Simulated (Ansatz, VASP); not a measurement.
# One calculation of CaIn3O, two programs

Contents of INCAR:

```
ALGO = Normal
EDIFF = 1E-6
ENCUT = 520
GGA = PE
ISIF = 2
ISMEAR = 0
ISPIN = 2
LASPH = T
LCHARG = T
LELF = T
LORBIT = 11
LREAL = F
LVHAR = T
LWAVE = F
MAGMOM = 0 0 0 0 1
NBANDS = 40
NELM = 150
PREC = Accurate
SIGMA = 0.1
```

Contents of KPOINTS:

```
k-points
0
Gamma
  4 4 4
```

File POSCAR:

```
CaIn3O
1.0
    4.7349305800      0.0000000000      0.0000000000
    0.0000000000      4.7349305800      0.0000000000
    0.0000000000      0.0000000000      4.7349305800
Ca In O
1 3 1
Direct
    0.5000000000      0.5000000000      0.5000000000
    0.0000000000      0.5000000000      0.5000000000
    0.5000000000      0.0000000000      0.5000000000
    0.5000000000      0.5000000000      0.0000000000
    0.0000000000      0.0000000000      0.0000000000
```

Input for Ansatz:

```yaml
crystal:
  lattice:
    - [4.73493058, 0.0, 0.0]
    - [0.0, 4.73493058, 0.0]
    - [0.0, 0.0, 4.73493058]
  atoms:
    - { symbol: Ca, position: [0.5, 0.5, 0.5] }
    - { symbol: In, position: [0.0, 0.5, 0.5] }
    - { symbol: In, position: [0.5, 0.0, 0.5] }
    - { symbol: In, position: [0.5, 0.5, 0.0] }
    - { symbol: O, position: [0.0, 0.0, 0.0], spin: 1.0 }
basis:
  ecutwfc: 420
kpoints:
  mp_grid: { grid: [4, 4, 4] }
hamiltonian:
  xc: pbe
scf:
  occupations: { method: gaussian, width: 0.1 }
  lower_state_search: "off"
output:
  forces: true
  stress: true
  eigenvalues: true
  populations: true
magnetization:
  spin_polarized: true
```

Change from the starting cell: species swapped into the ZnAgF3 type (Pm-3m, No. 221).

Alike in both runs: task single point; functional PBE; k mesh 4 × 4 × 4; occupations gaussian, width 0.1 eV; collinear spin.

|  | VASP | Ansatz |
| --- | --- | --- |
| version | VASP 6.6.1 | Ansatz 0.2.0 |
| potentials or method | VASP PAW PBE potentials, release 64 (Ca_sv, In_d, O), cutoff 520 eV | scalar-relativistic, plane waves, PAW |
| valence electrons in the cell | 55 | 55 |

```tsv
	VASP	Ansatz	Ansatz less VASP
gap on the k mesh at the Fermi level (eV)	none	none	-
net moment per atom (μB)	0.13	0.13	+0.001
size of the moment on the site where the two differ most (μB)	0.52	0.62	+0.100
```

Site moments also hang on the region over which each program counts them. A gap of «none» marks a metal or a gap that the smearing closes. The functional is the same, so the differences come from potentials, cutoffs and numerics.
